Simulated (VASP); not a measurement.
Input of a VASP 6.6.1 run:

File INCAR:

```
SYSTEM = Sn
ALGO = Fast
EDIFF = 1E-6
EDIFFG = -0.01
ENCUT = 600
GGA = PE
IBRION = 2
ISIF = 3
ISMEAR = -1
LASPH = .TRUE.
LCHARG = .FALSE.
LREAL = .FALSE.
LWAVE = .FALSE.
NELM = 100
NSW = 60
PREC = Accurate
PSTRESS = 200.0
SIGMA = 0.05
```

KPOINTS

```
k-points
0
G
  9 9 9
  0 0 0
```

The input POSCAR:

```
Sn
1.0
   -2.9401404553      2.9401404553      1.5993019889
    2.9401404553     -2.9401404553      1.5993019889
    2.9401404553      2.9401404553     -1.5993019889
Sn
2
Direct
    0.0000000000      0.0000000000      0.0000000000
    0.7500000000      0.2500000000      0.5000000000
```

Potentials or basis: VASP PAW PBE potentials, release 64 (Sn_d).

Launch:

```console
$ cat potpaw_PBE.64/Sn_d/POTCAR > POTCAR
$ mpirun -np 1 vasp_std > vasp.out
```

Q: What does it give for the relaxed volume?

A: 22.41 Å³/atom.

Q: What does it give for the space group after relaxing (to 0.1 Å)?

A: I4_1/amd (No. 141).

Q: Predict the relaxed cell.

A: a = 4.168 Å, b = 4.168 Å, c = 4.168 Å, α = 97.19°, β = 97.19°, γ = 138.57°.

Final structure:
```
CELL_PARAMETERS angstrom
-2.75656 2.75656 1.47440
2.75656 -2.75656 1.47440
2.75656 2.75656 -1.47440
ATOMIC_POSITIONS crystal
Sn 0.00000 0.00000 0.00000
Sn 0.75000 0.25000 0.50000
```

Caveat: the cell is relaxed towards a set pressure, so the run minimises the enthalpy, not the energy; the volume moved by over 15 % at a fixed basis, so the end points are rough.
